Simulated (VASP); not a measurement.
# TaTe (F-43m) in VASP: notebook

TaTe is run at these levels: PBE; tasks: single point.

All numbers are computed with VASP 6.6.1; they aren't measurements. Logs are shortened: lines on timing, memory, paths and dates and some standing lists are left out, and cuts for length are marked.

## 1. The cell of the first run

Symmetry: F-43m, No. 216, cubic system. The conventional cell has a = 6.362 Å, b = 6.362 Å, c = 6.362 Å, α = 90.00°, β = 90.00°, γ = 90.00°. Ta (site symmetry -43m) has 4 Te at 2.75 Å within 3.6 Å. Te (site symmetry -43m) has 4 Ta at 2.75 Å within 3.6 Å.

## 2. Single point, PBE, collinear spin (32.18 Å³/atom)

Contents of INCAR:

```
PREC     = Accurate       # precision mode
ENCUT    = 520            # plane-wave cutoff, eV
EDIFF    = 1E-6           # SCF threshold, eV
ISMEAR   = 0              # smearing method
SIGMA    = 0.05           # smearing width, eV
LREAL    = False          # projectors in reciprocal space
LASPH    = True           # aspherical terms in the spheres
NELM     = 150            # most SCF steps
ALGO     = Normal         # electronic algorithm
ISIF     = 2              # what is computed and relaxed
LWAVE    = False          # write WAVECAR
LCHARG   = False          # write CHGCAR
ISPIN    = 2              # spin polarisation
MAGMOM   = 1.39 0         # initial moments
LORBIT   = 11             # projections on sites
LMAXMIX  = 4              # l up to which the mixer works
GGA      = PE             # functional
NBANDS   = 20             # bands
```

Contents of KPOINTS:

```
regular mesh
0
Gamma
  10 10 10
```

Contents of POSCAR:

```
TaTe
1.0
    0.0000000000      3.1808551514      3.1808551514
    3.1808551514      0.0000000000      3.1808551514
    3.1808551514      3.1808551514      0.0000000000
Ta Te
1 1
Direct
    0.0000000000      0.0000000000      0.0000000000
    0.2500000000      0.2500000000      0.2500000000
```

Potentials or basis: VASP PAW PBE potentials, release 64 (Ta_pv, Te).

Run with:

```console
> cat potpaw_PBE.64/Ta_pv/POTCAR potpaw_PBE.64/Te/POTCAR > POTCAR
> mpirun -np 1 vasp_std > vasp.out
```

OUTCAR:

```text
PREC = Accurate
   ENCUT = 520
   EDIFF = 1E-6
   ISMEAR = 0
   LREAL = False
   LASPH = True
   NELM = 150
   ISIF = 2
   ISPIN = 2
   LORBIT = 11
   GGA = PE

 ion  position               nearest neighbor table
   1  0.000  0.000  0.000-   2 2.75   2 2.75   2 2.75   2 2.75
   2  0.250  0.250  0.250-   1 2.75   1 2.75   1 2.75   1 2.75

  LATTYP: Found a face centered cubic cell.
 ALAT       =     6.3617103028

  Lattice vectors:

 A1 = (   0.0000000000,   3.1808551514,   3.1808551514)
 A2 = (   3.1808551514,   0.0000000000,   3.1808551514)
 A3 = (   3.1808551514,   3.1808551514,   0.0000000000)

Analysis of symmetry for initial positions (statically):
=====================================================================
 Subroutine PRICEL returns:
 Original cell was already a primitive cell.

 Routine SETGRP: Setting up the symmetry group for a
 face centered cubic supercell.

 Subroutine GETGRP returns: Found 24 space group operations
 (whereof 24 operations were pure point group operations)
 out of a pool of 48 trial point group operations.

The static configuration has the point symmetry T_d .

Analysis of symmetry for dynamics (positions and initial velocities):
=====================================================================
 Subroutine PRICEL returns:
 Original cell was already a primitive cell.

 Routine SETGRP: Setting up the symmetry group for a
 face centered cubic supercell.

 Subroutine GETGRP returns: Found 24 space group operations
 (whereof 24 operations were pure point group operations)
 out of a pool of 48 trial point group operations.

The dynamic configuration has the point symmetry T_d .

Analysis of structural, dynamic, and magnetic symmetry:
=====================================================================
 Subroutine PRICEL returns:
 Original cell was already a primitive cell.

 Routine SETGRP: Setting up the symmetry group for a
 face centered cubic supercell.

 Subroutine GETGRP returns: Found 24 space group operations
 (whereof 24 operations were pure point group operations)
 out of a pool of 48 trial point group operations.

The overall configuration has the point symmetry T_d .

 Subroutine INISYM returns: Found 24 space group operations
 (whereof 24 operations are pure point group operations),
 and found     1 'primitive' translations

----------------------------------------------------------------------------------------

                                     Primitive cell

  volume of cell :      64.3668

  direct lattice vectors                    reciprocal lattice vectors
     0.000000000  3.180855151  3.180855151    -0.157190433  0.157190433  0.157190433
     3.180855151  0.000000000  3.180855151     0.157190433 -0.157190433  0.157190433
     3.180855151  3.180855151  0.000000000     0.157190433  0.157190433 -0.157190433

  length of vectors
     4.498408495  4.498408495  4.498408495     0.272261817  0.272261817  0.272261817

  position of ions in fractional coordinates (direct lattice)
     0.000000000  0.000000000  0.000000000
     0.250000000  0.250000000  0.250000000

  ion indices of the primitive-cell ions
   primitive index   ion index
                 1           1
                 2           2

----------------------------------------------------------------------------------------

 KPOINTS: regular mesh

Automatic generation of k-mesh.
 Grid dimensions read from file:
 generate k-points for:   10   10   10

 Generating k-lattice:

  Cartesian coordinates                     Fractional coordinates (reciprocal lattice)
    -0.015719043  0.015719043  0.015719043     0.100000000  0.000000000  0.000000000
     0.015719043 -0.015719043  0.015719043     0.000000000  0.100000000  0.000000000
     0.015719043  0.015719043 -0.015719043     0.000000000  0.000000000  0.100000000

  Length of vectors
     0.027226182  0.027226182  0.027226182

  Shift w.r.t. Gamma in fractional coordinates (k-lattice)
     0.000000000  0.000000000  0.000000000

 Subroutine IBZKPT returns following result:
 ===========================================

 Found     47 irreducible k-points:

 Following reciprocal coordinates:
            Coordinates               Weight
  0.000000  0.000000  0.000000      1.000000
  0.100000  0.000000  0.000000      8.000000
  0.200000  0.000000  0.000000      8.000000
  0.300000  0.000000  0.000000      8.000000
  0.400000  0.000000  0.000000      8.000000
  0.500000  0.000000  0.000000      4.000000
[... 16 lines left out ...]
  0.300000  0.300000  0.000000      6.000000
  0.400000  0.300000  0.000000     24.000000
 [... further k-points ...]
   k-points           NKPTS =     47   k-points in BZ     NKDIM =     47   number of bands    NBANDS=     20
   number of dos      NEDOS =    301   number of ions     NIONS =      2
   total plane-waves  NPLWV =  46656
   dimension x,y,z NGX =    36 NGY =   36 NGZ =   36
   dimension x,y,z NGXF=    72 NGYF=   72 NGZF=   72
   ions per type =               1   1
   NGX,Y,Z   is equivalent  to a cutoff of  13.30, 13.30, 13.30 a.u.
   NGXF,Y,Z  is equivalent  to a cutoff of  26.61, 26.61, 26.61 a.u.
 SYSTEM =  unknown system
   PREC   = accura    normal or accurate (medium, high low for compatibility)
   ISTART =      0    job   : 0-new  1-cont  2-samecut
   ICHARG =      2    charge: 1-file 2-atom 10-const
   ISPIN  =      2    spin polarized calculation?
   LNONCOLLINEAR =      F non collinear calculations
   LSORBIT =      F    spin-orbit coupling
   LASPH  =      T    aspherical Exc in radial PAW
   ENCUT  =  520.0 eV  38.22 Ry    6.18 a.u.   8.36  8.36  8.36*2*pi/ulx,y,z
   NELM   =    150;   NELMIN=  2; NELMDL= -5     # of ELM steps
   EDIFF  = 0.1E-05   stopping-criterion for ELM
   LREAL  =      F    real-space projection
   EDIFFG = 0.1E-04   stopping-criterion for IOM
   NSW    =      0    number of steps for IOM
   IBRION =     -1    ionic relax: 0-MD 1-quasi-New 2-CG
   NFREE  =      0    steps in history (QN), initial steepest desc. (CG)
   ISIF   =      2    stress and relaxation
   ISYM   =      2    0-nonsym 1-usesym 2-fastsym
   POTIM  = 0.5000    time-step for ionic-motion
   TEBEG  =    0.0;   TEEND  =   0.0 temperature during run
   PSTRESS=    0.0 pullay stress
   NELECT =      17.0000    total number of electrons
   NUPDOWN=      -1.0000    fix difference up-down
   EMIN   =  10.00;   EMAX   =-10.00  energy-range for DOS
   EFERMI =   0.00;   METHOD = LEGACY
   ISMEAR =     0;   SIGMA  =   0.05  broadening in eV -4-tet -1-fermi 0-gaus
   EFERMI_NEDOS =   21; number of points for ismear=-14 and -15
   IALGO  =     38    algorithm
   IMIX   =      4    mixing-type and parameters
     AMIX     =   0.40;   BMIX     =  1.00
     AMIX_MAG =   1.60;   BMIX_MAG =  1.00
  volume/ion in A,a.u.               =      32.18       217.18
  Fermi-wavevector in a.u.,A,eV,Ry     =   1.050358  1.984888 15.010647  1.103251
  Thomas-Fermi vector in A             =   2.185358
   LORBIT       =     11    0 simple, 1 ext, 2 COOP (PROOUT), +10 PAW based schemes
   GGA     = PE    functional components
   LHFCALC =     F    Hartree Fock is set to
   AEXX    =    0.0000 exact exchange contribution
   IVDW    =     0    specifies the selected vdW correction
   LEPSILON=     F    determine dielectric tensor
   LRPA    =     F    only Hartree local field effects (RPA)
 spin polarized calculation
 Gauss-broadening in eV      SIGMA  =   0.05
  energy-cutoff  :      520.00
  volume of cell :       64.37
 maximum number of plane-waves:      1759
 NGX is ok and might be reduce to    36
   NGX = 17   NGY = 17   NGZ = 17

 number of electron      17.0000000 magnetization       2.1335389

 Free energy of the ion-electron system (eV)
  ---------------------------------------------------
  ext. energy  EPLUGINS =         0.00000000
  ---------------------------------------------------
  free energy    TOTEN  =       -13.04360866 eV

  energy without entropy =      -13.04016682  energy(sigma->0) =      -13.04188774

 E-fermi :   4.5222     XC(G=0):  -9.2358

 val. band max:        4.5146218033   @ k =  -0.3000   0.3000   0.0000
 cond. band min:       4.5407391961   @ k =  -0.3000   0.2000   0.0000
 fundamental gap:      0.0261173928
 Fermi energy:         4.5221643272

 spin component 1

 k-point     1 :       0.0000    0.0000    0.0000
  band No.  band energies     occupation
      1     -30.6979      1.00000
      2     -30.6979      1.00000
      3     -30.6979      1.00000
      4      -8.1701      1.00000
      5       0.5515      1.00000
      6       0.5515      1.00000
[... 12 lines left out ...]
     19      14.5851      0.00000
     20      14.5851      0.00000

 k-point     2 :       0.1000    0.0000    0.0000
  band No.  band energies     occupation
      1     -30.6996      1.00000
      2     -30.6982      1.00000
      3     -30.6981      1.00000
      4      -8.1100      1.00000
      5       0.3530      1.00000
      6       0.5794      1.00000
[... 12 lines left out ...]
     19      14.4596      0.00000
     20      14.5403      0.00000
[... 465 lines left out ...]
      3     -30.7020      1.00000
      4      -7.5792      1.00000
      5      -0.7515      1.00000
      6       0.8871      1.00000
[... 12 lines left out ...]
     19      16.5287      0.00000
     20      16.9247      0.00000

 k-point    24 :       0.4000    0.3000    0.0000
  band No.  band energies     occupation
      1     -30.7122      1.00000
      2     -30.7031      1.00000
      3     -30.7027      1.00000
      4      -7.4286      1.00000
      5      -0.9072      1.00000
      6       0.8643      1.00000
[... 12 lines left out ...]
     19      16.2506      0.00000
     20      17.1595      0.00000

 [... further k-points ...]

 spin component 2

 k-point     1 :       0.0000    0.0000    0.0000
  band No.  band energies     occupation
      1     -29.7923      1.00000
      2     -29.7923      1.00000
      3     -29.7923      1.00000
      4      -8.0265      1.00000
      5       0.9413      1.00000
      6       0.9413      1.00000
[... 12 lines left out ...]
     19      15.0455      0.00000
     20      15.0455      0.00000

 k-point     2 :       0.1000    0.0000    0.0000
  band No.  band energies     occupation
      1     -29.7940      1.00000
      2     -29.7926      1.00000
      3     -29.7926      1.00000
      4      -7.9720      1.00000
      5       0.7497      1.00000
      6       0.9682      1.00000
[... 12 lines left out ...]
     19      14.9423      0.00000
     20      15.0962      0.00000
[... 465 lines left out ...]
      3     -29.7964      1.00000
      4      -7.4971      1.00000
      5      -0.2639      1.00000
      6       1.2161      1.00000
[... 12 lines left out ...]
     19      17.0592      0.00000
     20      17.5674      0.00000

 k-point    24 :       0.4000    0.3000    0.0000
  band No.  band energies     occupation
      1     -29.8070      1.00000
      2     -29.7976      1.00000
      3     -29.7972      1.00000
      4      -7.3648      1.00000
      5      -0.4024      1.00000
      6       1.1925      1.00000
[... 12 lines left out ...]
     19      16.8255      0.00000
     20      17.8256      0.00000

 [... further k-points ...]

------------------------ aborting loop because EDIFF is reached ----------------------------------------

  FORCE on cell =-STRESS in cart. coord.  units (eV):
  Direction    XX          YY          ZZ          XY          YZ          ZX
  --------------------------------------------------------------------------------------
  -------------------------------------------------------------------------------------
  Total       -0.4807665     -0.4807665     -0.4807665      0.0000000     -0.0000000      0.0000000
  in kB      -11.9669401    -11.9669401    -11.9669401      0.0000000     -0.0000000      0.0000000
  external PRESSURE =     -11.9669401 kB  Pullay stress =       0.0000000 kB

 VOLUME and BASIS-vectors are now :
 -----------------------------------------------------------------------------
  energy-cutoff  :      520.00
  volume of cell :       64.37
      direct lattice vectors                 reciprocal lattice vectors
     0.000000000  3.180855151  3.180855151    -0.157190433  0.157190433  0.157190433
     3.180855151  0.000000000  3.180855151     0.157190433 -0.157190433  0.157190433
     3.180855151  3.180855151  0.000000000     0.157190433  0.157190433 -0.157190433

 POSITION                                       TOTAL-FORCE (eV/Angst)
 -----------------------------------------------------------------------------------
      0.00000      0.00000      0.00000        -0.000000     -0.000000     -0.000000
      1.59043      1.59043      1.59043         0.000000      0.000000      0.000000
 -----------------------------------------------------------------------------------
    total drift:                                0.000000      0.000000      0.000000

  FREE ENERGIE OF THE ION-ELECTRON SYSTEM (eV)
  ---------------------------------------------------
  free  energy   TOTEN  =       -13.0436086568 eV

  energy  without entropy=      -13.0401668159  energy(sigma->0) =      -13.04188774

 total charge

# of ion       s       p       d       tot
------------------------------------------
    1        0.278   6.057   2.423   8.758
    2        1.324   2.083   0.090   3.496
--------------------------------------------------
tot          1.602   8.140   2.512  12.254

 magnetization (x)

# of ion       s       p       d       tot
------------------------------------------
    1        0.050   0.014   1.382   1.446
    2       -0.013  -0.079   0.053  -0.039
--------------------------------------------------
tot          0.037  -0.065   1.434   1.407
```

Wall time 2 min (1 thread of Intel Xeon 8259CL, shared host); peak memory 0.3 GiB.

What came out:

- Free energy: -13.0436 eV
- Pressure: -1.2 GPa
- Net moment: 2.13 μB per cell
- Site moments: Ta +1.45; Te -0.04 μB
- Valence electrons inside the program's atomic spheres: Ta 8.76; Te 3.50

Caveat: spin-orbit coupling is left out, which moves the levels of the heavy elements.

## 3. Single point, PBE, collinear spin (32.81 Å³/atom)

This run uses another cell than the first one, of 32.81 Å³/atom.

Contents of INCAR:

```
ALGO = Normal
EDIFF = 1E-6
ENCUT = 520
GGA = PE
ISIF = 2
ISMEAR = 0
ISPIN = 2
LASPH = True
LCHARG = False
LMAXMIX = 4
LORBIT = 11
LREAL = False
LWAVE = False
MAGMOM = 1.44 0
NBANDS = 20
NELM = 150
PREC = Accurate
SIGMA = 0.05
```

Contents of KPOINTS:

```
k-points
0
Gamma
  10 10 10
```

Contents of POSCAR:

```
TaTe
1.0
    0.0000000000      3.2015106337      3.2015106337
    3.2015106337      0.0000000000      3.2015106337
    3.2015106337      3.2015106337      0.0000000000
Ta Te
1 1
Direct
    0.0000000000      0.0000000000      0.0000000000
    0.2500000000      0.2500000000      0.2500000000
```

Potentials or basis: VASP PAW PBE potentials, release 64 (Ta_pv, Te).

Run with:

```console
> cat potpaw_PBE.64/Ta_pv/POTCAR potpaw_PBE.64/Te/POTCAR > POTCAR
> mpirun -np 1 vasp_std > vasp.out
```

Run time: 2.1 min. Hardware: 1 thread of Intel Xeon 8259CL, shared host; peak memory 0.3 GiB.

It converged, with:

```
Free energy                                           : -13.0306 eV
Pressure                                              : -2.1 GPa
Net moment                                            : 2.26 μB per cell
Site moments                                          : Ta +1.51; Te -0.04 μB
Valence electrons inside the program's atomic spheres : Ta 8.74; Te 3.48
```

Levels at points of the mesh, in eV from the Fermi level:
Spin up:
```
           k point  band 8  band 9  band 10  band 11  band 12  band 13
(0.00, 0.00, 0.00)   -0.55   -0.55     0.34     3.91     3.91     3.91
(0.50, 0.00, 0.00)   -0.30   -0.28    -0.28     1.79     1.79     2.38
(0.50, 0.50, 0.00)   -1.23   -0.88    -0.01     0.65     0.65     4.84
```
Spin down:
```tsv
k point	band 5	band 6	band 7	band 8	band 9	band 10
(0.00, 0.00, 0.00)	-3.54	-3.54	-3.54	1.02	1.07	1.07
(0.50, 0.00, 0.00)	-4.93	-3.30	-3.30	0.66	1.25	1.25
(0.50, 0.50, 0.00)	-5.12	-3.09	-3.09	-0.47	0.52	1.60
```

Caveat: spin-orbit coupling is left out, which moves the levels of the heavy elements.

[end of part 1 of 2]
